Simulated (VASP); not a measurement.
Set up this calculation in VASP 6.6.1, as the native input.

```yaml
Task: single point
Functional: PBEsol
Potentials_or_basis: VASP PAW PBE potentials, release 64 (Hf_pv, O)
Cutoff: 520 eV
k_mesh: 8 × 8 × 8
Occupations: gaussian, width 0.05 eV
Spin: no spin polarisation
Dipole_correction: no
Further_INCAR_settings: ALGO = Normal; EDIFF = 1e-06; NBANDS = 18
```

The structure of HfO2 lies in POSCAR:

```
HfO2
1.0
    0.0000000000      2.3337187500      2.5575000000
    2.7812812500      0.0000000000      2.5575000000
    2.7812812500      2.3337187500      0.0000000000
Hf O
1 2
Direct
    0.0000000000      0.0000000000      0.0000000000
    0.2500000000      0.2500000000      0.2500000000
    0.7500000000      0.7500000000      0.7500000000
```

This cell differs from its parent crystal: strain +0.0875 x Voigt [1, -1, 0, 0, 0, 0].

The input as run:

INCAR

```
PREC = Accurate
ENCUT = 520
EDIFF = 1E-6
ISMEAR = 0
SIGMA = 0.05
LREAL = False
LASPH = True
NELM = 80
ALGO = Normal
ISIF = 2
LWAVE = False
LCHARG = False
GGA = PS
NBANDS = 18
```

KPOINTS

```
regular mesh
0
Gamma
  8 8 8
```

Potentials or basis: VASP PAW PBE potentials, release 64 (Hf_pv, O).

Launch:

```console
$ cat potpaw_PBE.64/Hf_pv/POTCAR potpaw_PBE.64/O/POTCAR > POTCAR
$ mpirun -np 1 vasp_std > vasp.out
```

Results of the run:

```
Pressure               : -10.7 GPa
Band gap on the k mesh : 1.18 eV, indirect (least direct gap 1.61 eV)
```

Caveat: the cell differs from its parent crystal (strain +0.0875 x Voigt [1, -1, 0, 0, 0, 0]); the PAW data sets were made with another functional, which shifts forces and pressure a little; spin-orbit coupling is left out, which moves the levels of the heavy elements.

Wall time 73 s on 1 thread of AMD EPYC 7R13 (shared host), peak memory 0.17 GiB.
